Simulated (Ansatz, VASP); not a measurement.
# Si in VASP and in Ansatz

```
Si
1.0
     0.00000    5.43000    5.43000
     5.43000    0.00000    5.43000
     5.43000    5.43000    0.00000
Si
17
Direct
  0.00019 0.00004 0.00013
  0.12243 0.12338 0.12311
  0.99638 0.99693 0.50325
  0.12235 0.12274 0.63154
  0.99625 0.50348 0.99665
  0.12232 0.63146 0.12267
  0.99662 0.50291 0.50285
  0.12592 0.62453 0.62422
  0.50265 0.99720 0.99706
  0.63161 0.12270 0.12266
  0.50255 0.99713 0.50275
  0.62378 0.12636 0.62459
  0.50253 0.50280 0.99704
  0.62365 0.62477 0.12624
  0.49952 0.50005 0.49992
  0.62399 0.62470 0.62456
  0.24993 0.25008 0.25010
```

Alike in both runs: functional PBE; dispersion D3(BJ); k mesh 2 × 2 × 2; occupations gaussian, width 0.02 eV; no spin polarisation.

Ansatz relaxed the structure, and its values are those at the end. VASP's run is a single point on that final structure, the one shown.

```csv
,VASP,Ansatz
version,VASP 6.6.1,Ansatz 0.2.0
potentials or method,"VASP PAW PBE potentials, release 64 (Si), cutoff 520 eV","scalar-relativistic, plane waves, PAW"
valence electrons in the cell,68,68
```

|  | VASP | Ansatz | Ansatz less VASP |
| --- | --- | --- | --- |
| rms of the force components (eV/Å) | 0.007 | 0.007 | -0.0006 |

The k mesh is coarse, so the values compare programs but aren't converged.
